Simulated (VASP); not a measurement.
# Si (Fd-3m) in VASP: elastic constants with r2SCAN

Aim: the elastic constants of Si with r2SCAN.

Everything below comes from runs of VASP 6.6.1. Logs are shortened: lines on timing, memory, paths and dates and some standing lists are left out, and cuts for length are marked.

### 1 The cell of the first run

Symmetry: Fd-3m, No. 227, cubic system. Conventional cell: a = 5.320 Å, b = 5.320 Å, c = 5.320 Å, α = 90.00°, β = 90.00°, γ = 90.00°. Si (site symmetry -43m) has 4 Si at 2.30 Å within 3.0 Å.

### 2 Elastic constants, r2SCAN

INCAR reads:

```
SYSTEM = Si
PREC     = Accurate       ! precision mode
ENCUT    = 600            ! plane-wave cutoff, eV
EDIFF    = 1E-8           ! SCF threshold, eV
ISMEAR   = 0              ! smearing method
SIGMA    = 0.03           ! smearing width, eV
LREAL    = .FALSE.        ! projectors in reciprocal space
LASPH    = .TRUE.         ! aspherical terms in the spheres
NELM     = 60             ! most SCF steps
ALGO     = Normal         ! electronic algorithm
ISIF     = 3              ! what is computed and relaxed
LWAVE    = .FALSE.        ! write WAVECAR
LCHARG   = .FALSE.        ! write CHGCAR
METAGGA  = R2SCAN         ! meta-GGA
LMIXTAU  = .TRUE.       
IBRION   = 6              ! ionic algorithm
NFREE    = 2            
POTIM    = 0.015          ! step
NSW      = 1              ! ionic steps
LUSENCCL = .FALSE.
```

KPOINTS reads:

```
regular mesh
0
G
  12 12 12
  0 0 0
```

POSCAR reads:

```
Si
1.0
    0.0000000000      2.6600181301      2.6600181301
    2.6600181301      0.0000000000      2.6600181301
    2.6600181301      2.6600181301      0.0000000000
Si
2
Direct
    0.0000000000      0.0000000000      0.0000000000
    0.2500000000      0.2500000000      0.2500000000
```

Potentials or basis: VASP PAW PBE potentials, release 64 (Si).

The run is started by

```bash
> cat potpaw_PBE.64/Si/POTCAR > POTCAR
> mpirun -np 1 vasp_std > vasp.out
```

OUTCAR:

```text
SYSTEM = Si
   PREC = Accurate
   ENCUT = 600
   EDIFF = 1E-8
   ISMEAR = 0
   LREAL = .FALSE.
   LASPH = .TRUE.
   NELM = 60
   ISIF = 3
   METAGGA = R2SCAN
   IBRION = 6
   NFREE = 2
   POTIM = 0.015
   NSW = 1

 ion  position               nearest neighbor table
   1  0.000  0.000  0.000-   2 2.30   2 2.30   2 2.30   2 2.30
   2  0.250  0.250  0.250-   1 2.30   1 2.30   1 2.30   1 2.30

  LATTYP: Found a face centered cubic cell.
 ALAT       =     5.3200362602

  Lattice vectors:

 A1 = (   0.0000000000,   2.6600181301,   2.6600181301)
 A2 = (   2.6600181301,   0.0000000000,   2.6600181301)
 A3 = (   2.6600181301,   2.6600181301,   0.0000000000)

Analysis of symmetry for initial positions (statically):
=====================================================================
 Subroutine PRICEL returns:
 Original cell was already a primitive cell.

 Routine SETGRP: Setting up the symmetry group for a
 face centered cubic supercell.

 Subroutine GETGRP returns: Found 48 space group operations
 (whereof 24 operations were pure point group operations)
 out of a pool of 48 trial point group operations.

The static configuration has the point symmetry T_d .
 The point group associated with its full space group is O_h .

Analysis of symmetry for dynamics (positions and initial velocities):
=====================================================================
 Subroutine PRICEL returns:
 Original cell was already a primitive cell.

 Routine SETGRP: Setting up the symmetry group for a
 face centered cubic supercell.

 Subroutine GETGRP returns: Found 48 space group operations
 (whereof 24 operations were pure point group operations)
 out of a pool of 48 trial point group operations.

The dynamic configuration has the point symmetry T_d .
 The point group associated with its full space group is O_h .

 Subroutine INISYM returns: Found 48 space group operations
 (whereof 24 operations are pure point group operations),
 and found     1 'primitive' translations

----------------------------------------------------------------------------------------

                                     Primitive cell

  volume of cell :      37.6430

  direct lattice vectors                    reciprocal lattice vectors
     0.000000000  2.660018130  2.660018130    -0.187968644  0.187968644  0.187968644
     2.660018130  0.000000000  2.660018130     0.187968644 -0.187968644  0.187968644
     2.660018130  2.660018130  0.000000000     0.187968644  0.187968644 -0.187968644

  length of vectors
     3.761833716  3.761833716  3.761833716     0.325571241  0.325571241  0.325571241

  position of ions in fractional coordinates (direct lattice)
     0.000000000  0.000000000  0.000000000
     0.250000000  0.250000000  0.250000000

  ion indices of the primitive-cell ions
   primitive index   ion index
                 1           1
                 2           2

----------------------------------------------------------------------------------------

 KPOINTS: regular mesh

Automatic generation of k-mesh.
 Grid dimensions read from file:
 generate k-points for:   12   12   12

 Generating k-lattice:

  Cartesian coordinates                     Fractional coordinates (reciprocal lattice)
    -0.015664054  0.015664054  0.015664054     0.083333333  0.000000000  0.000000000
     0.015664054 -0.015664054  0.015664054     0.000000000  0.083333333  0.000000000
     0.015664054  0.015664054 -0.015664054     0.000000000  0.000000000  0.083333333

  Length of vectors
     0.027130937  0.027130937  0.027130937

  Shift w.r.t. Gamma in fractional coordinates (k-lattice)
     0.000000000  0.000000000  0.000000000

 Subroutine IBZKPT returns following result:
 ===========================================
[... 69 lines left out ...]
  volume/ion in A,a.u.               =      18.82       127.01
  Fermi-wavevector in a.u.,A,eV,Ry     =   0.976960  1.846187 12.986099  0.954451
  Thomas-Fermi vector in A             =   2.107620
   LORBIT       =      0    0 simple, 1 ext, 2 COOP (PROOUT), +10 PAW based schemes
   METAGGA = R2SCAN    functional components
   LHFCALC =     F    Hartree Fock is set to
   AEXX    =    0.0000 exact exchange contribution
   IVDW    =     0    specifies the selected vdW correction
   LEPSILON=     F    determine dielectric tensor
   LRPA    =     F    only Hartree local field effects (RPA)
 finite differences with symmetry
 non-spin polarized calculation
 Gauss-broadening in eV      SIGMA  =   0.03
  energy-cutoff  :      600.00
  volume of cell :       37.64
 maximum number of plane-waves:      1283
   NGX = 15   NGY = 15   NGZ = 15

--------------------------------------- Ionic step        1  -------------------------------------------

 number of electron       7.9999999 magnetization

 Free energy of the ion-electron system (eV)
  ---------------------------------------------------
  ext. energy  EPLUGINS =         0.00000000
  ---------------------------------------------------
  free energy    TOTEN  =       -17.49279255 eV

  energy without entropy =      -17.49279255  energy(sigma->0) =      -17.49279255

------------------------ aborting loop because EDIFF is reached ----------------------------------------

  FORCE on cell =-STRESS in cart. coord.  units (eV):
  Direction    XX          YY          ZZ          XY          YZ          ZX
  --------------------------------------------------------------------------------------
  -------------------------------------------------------------------------------------
  Total        1.7588051      1.7588051      1.7588051      0.0000000     -0.0000000     -0.0000000
  in kB       74.8590864     74.8590864     74.8590864      0.0000000     -0.0000000     -0.0000000
  external PRESSURE =      74.8590864 kB  Pullay stress =       0.0000000 kB
[... 89 lines left out ...]
  FREE ENERGIE OF THE ION-ELECTRON SYSTEM (eV)
  ---------------------------------------------------
  free  energy   TOTEN  =       -17.4611495161 eV

  energy  without entropy=      -17.4611495161  energy(sigma->0) =      -17.46114952

[... ionic steps 4 to 12 ...]

--------------------------------------- Ionic step       13  -------------------------------------------

 number of electron       7.9999999 magnetization

------------------------ aborting loop because EDIFF is reached ----------------------------------------
[... 67 lines left out ...]
--------------------------------------- Ionic step       15  -------------------------------------------

 number of electron       8.0000000 magnetization

 Free energy of the ion-electron system (eV)
  ---------------------------------------------------
  ext. energy  EPLUGINS =         0.00000000
  ---------------------------------------------------
  free energy    TOTEN  =       -17.49101200 eV

  energy without entropy =      -17.49101200  energy(sigma->0) =      -17.49101200

 E-fermi :   6.6180     XC(G=0): -10.1038

 val. band max:        6.4643512448   @ k =   0.0000   0.0000   0.0000
 cond. band min:       7.0429588461   @ k =   0.0000   0.4167   0.4167
 fundamental gap:      0.5786076012
 Fermi energy:         6.6179604929

 k-point     1 :       0.0000    0.0000    0.0000
  band No.  band energies     occupation
      1      -6.5939      2.00000
      2       6.3064      2.00000
      3       6.3860      2.00000
      4       6.4644      2.00000
      5       9.1243      0.00000
      6       9.1686      0.00000
      7       9.2145      0.00000
      8      11.1544      0.00000
[... 243 lines left out ...]
 k-point    24 :      -0.4167    0.1667    0.0000
  band No.  band energies     occupation
      1      -3.6896      2.00000
      2      -0.9034      2.00000
      3       3.1025      2.00000
      4       4.6154      2.00000
      5       8.8737      0.00000
      6      10.9770      0.00000
      7      11.0968      0.00000
      8      15.2023      0.00000

 [... further k-points ...]

------------------------ aborting loop because EDIFF is reached ----------------------------------------

  FORCE on cell =-STRESS in cart. coord.  units (eV):
  Direction    XX          YY          ZZ          XY          YZ          ZX
  --------------------------------------------------------------------------------------
  -------------------------------------------------------------------------------------
  Total        1.7579363      1.7627140      1.7627140      0.0000000     -0.1901283      0.0000000
  in kB       74.8221065     75.0254554     75.0254554      0.0000000     -8.0923287      0.0000000
  external PRESSURE =      74.9576724 kB  Pullay stress =       0.0000000 kB
[... 17 lines left out ...]
  FREE ENERGIE OF THE ION-ELECTRON SYSTEM (eV)
  ---------------------------------------------------
  free  energy   TOTEN  =       -17.4910119996 eV

  energy  without entropy=      -17.4910119996  energy(sigma->0) =      -17.49101200

 INTERNAL STRAIN TENSORS FROM STRAINED CELLS
 ============================================

 INTERNAL STRAIN TENSOR FOR ION    1 for displacements in x,y,z  (eV/Angst):
          X           Y           Z          XY          YZ          ZX
  --------------------------------------------------------------------------------
  x    -0.00000     0.00000     0.00000     0.00000    12.70501    -0.00000
  y     0.00000    -0.00000     0.00000     0.00000     0.00000    12.70491
  z     0.00000     0.00000     0.00000    12.70485     0.00000     0.00000

 INTERNAL STRAIN TENSORS FROM DISPLACED ATOMS
 ============================================

 INTERNAL STRAIN TENSOR FOR ION    1 for displacements in x,y,z  (eV/Angst):
          X           Y           Z          XY          YZ          ZX
  --------------------------------------------------------------------------------
  x    -0.00000     0.00000     0.00000     0.00000    12.68673     0.00000
  y    -0.00000    -0.00000    -0.00000     0.00000     0.00000    12.68673
  z     0.00000     0.00000    -0.00000    12.68673     0.00000     0.00000

 INTERNAL STRAIN TENSOR FOR ION    2 for displacements in x,y,z  (eV/Angst):
          X           Y           Z          XY          YZ          ZX
  --------------------------------------------------------------------------------
  x     0.00000    -0.00000    -0.00000     0.00000   -12.68673     0.00000
  y     0.00000     0.00000     0.00000     0.00000     0.00000   -12.68673
  z    -0.00000    -0.00000     0.00000   -12.68673     0.00000     0.00000

 Eigenvectors and eigenvalues of the dynamical matrix
 ----------------------------------------------------

   1 f  =   16.599220 THz   104.295976 2PiTHz  553.690384 cm-1    68.648827 meV
             X         Y         Z           dx          dy          dz
      0.000000  0.000000  0.000000     0.000000   -0.707107    0.000000
      1.330009  1.330009  1.330009     0.000000    0.707107    0.000000
[... 21 lines left out ...]
   6 f  =    0.000000 THz     0.000000 2PiTHz    0.000000 cm-1     0.000000 meV
             X         Y         Z           dx          dy          dz
      0.000000  0.000000  0.000000     0.000000    0.000000    0.707107
      1.330009  1.330009  1.330009     0.000000    0.000000    0.707107

--------------------------------------------------------------------------------------------------------

 ELASTIC MODULI CONTR FROM IONIC RELAXATION (kBar)
 Direction    XX          YY          ZZ          XY          YZ          ZX
 --------------------------------------------------------------------------------
 XX          -0.0000     -0.0000      0.0000     -0.0000      0.0000      0.0000
 YY          -0.0000     -0.0000     -0.0000     -0.0000     -0.0000      0.0000
 ZZ           0.0000     -0.0000     -0.0000      0.0000     -0.0000      0.0000
 XY          -0.0000     -0.0000      0.0000   -432.7205      0.0000      0.0000
 YZ           0.0000     -0.0000     -0.0000      0.0000   -432.7205      0.0000
 ZX           0.0000      0.0000      0.0000      0.0000      0.0000   -432.7205
 --------------------------------------------------------------------------------

 TOTAL ELASTIC MODULI (kBar)
 Direction    XX          YY          ZZ          XY          YZ          ZX
 --------------------------------------------------------------------------------
 XX        1913.8762    843.7543    843.7543     -0.0000      0.0000     -0.0000
 YY         843.7543   1913.8762    843.7543      0.0000     -0.0000      0.0000
 ZZ         843.7543    843.7543   1913.8762      0.0000     -0.0000     -0.0000
 XY          -0.0000      0.0000      0.0000    869.6811      0.0000     -0.0000
 YZ           0.0000     -0.0000     -0.0000      0.0000    869.6811      0.0000
 ZX          -0.0000      0.0000     -0.0000     -0.0000      0.0000    869.6811
 --------------------------------------------------------------------------------
```

Run time: 42 min. Hardware: 1 × NVIDIA H100 80GB with 1 thread of AMD EPYC 7R13 (Zen 3), shared host; peak memory 1.5 GiB.

Results:

| Quantity | Value |
| --- | --- |
| Elastic constants C11, C12, C44 | 191, 84, 87 GPa |
| Voigt bulk modulus | 120 GPa |
| Highest phonon frequency at Γ | 554 cm⁻¹ |

Phonon frequencies in cm⁻¹ (negative: imaginary):
| q point | frequencies |
| --- | --- |
| (0.000, 0.000, 0.000) | 0 0 0 554 554 554 |

Elastic tensor in Voigt notation (GPa, in the Cartesian axes of the cell as first typed):
```
191  84  84   0   0   0
 84 191  84   0   0   0
 84  84 191   0   0   0
  0   0   0  87   0   0
  0   0   0   0  87   0
  0   0   0   0   0  87
```

Clamped-ion elastic tensor (GPa):
```
191  84  84   0   0   0
 84 191  84   0   0   0
 84  84 191   0   0   0
  0   0   0 130   0   0
  0   0   0   0 130   0
  0   0   0   0   0 130
```

Caveat: the cell is under stress, which shifts elastic constants; the PAW data sets were made with another functional, which shifts forces and pressure a little.
